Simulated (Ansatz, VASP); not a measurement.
BaF2: VASP beside Ansatz

```
Ba F
1.0
     0.00000    3.10005    3.10005
     3.10005    0.00000    3.10005
     3.10005    3.10005    0.00000
Ba F
1 2
Direct
  0.00000 0.00000 0.00000
  0.25000 0.25000 0.25000
  0.75000 0.75000 0.75000
```

Alike in both runs: task electric field gradients; functional PBE; k mesh 8 × 8 × 8; occupations fermi-dirac, width 0.01 eV; no spin polarisation.

|  | VASP | Ansatz |
| --- | --- | --- |
| version | VASP 6.6.1 | Ansatz 0.2.0 |
| potentials or method | VASP PAW PBE potentials, release 64 (Ba_sv, F) | PAW with Ansatz's default frozen-core files, scalar-relativistic |
| plane-wave cutoff (eV) | 520 | 420 |
| valence electrons in the cell | 24 | 24 |

|  | VASP | Ansatz | Ansatz less VASP |
| --- | --- | --- | --- |
| gap on the k mesh at the Fermi level (eV) | 6.76 | 6.83 | +0.068 |
| pressure (GPa) | 2.4 | 1.3 | -1.09 |

Spin-orbit coupling is off throughout.
